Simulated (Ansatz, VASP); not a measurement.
**AgCl in VASP and in Ansatz**

```
Ag Cl
1.0
     3.46235    0.00000    0.00000
     0.00000    3.46235    0.00000
     0.00000    0.00000    3.46235
Ag Cl
1 1
Direct
  0.00000 0.00000 0.00000
  0.50000 0.50000 0.50000
```

Change from the starting cell: volume scaled by 1.025, PAW files.

Alike in both runs: task electric field gradients; functional PBEsol; k mesh 9 × 9 × 9; occupations fermi-dirac, width 0.01 eV; no spin polarisation.

|  | VASP | Ansatz |
| --- | --- | --- |
| version | VASP 6.6.1 | Ansatz 0.2.0 |
| potentials or method | VASP PAW PBE potentials, release 64 (Ag, Cl) | PAW with Ansatz's default frozen-core files, scalar-relativistic |
| plane-wave cutoff (eV) | 520 | 420 |
| valence electrons in the cell | 18 | 26 |

VASP gave:

```
gap on the k mesh at the Fermi level (eV) : 0.44
pressure (GPa)                            : -5.6
```

Task: Estimate Ansatz's values.

Result: gap on the k mesh at the Fermi level (eV): 0.44; pressure (GPa): -5.5.

VASP's potentials were made for PBE, not for PBEsol. With one functional, cell and mesh, what is left measures potentials, basis and numerics. VASP's potentials hold 18 valence electrons a cell and Ansatz's 26, so a difference there can come from the potentials and not from the codes.
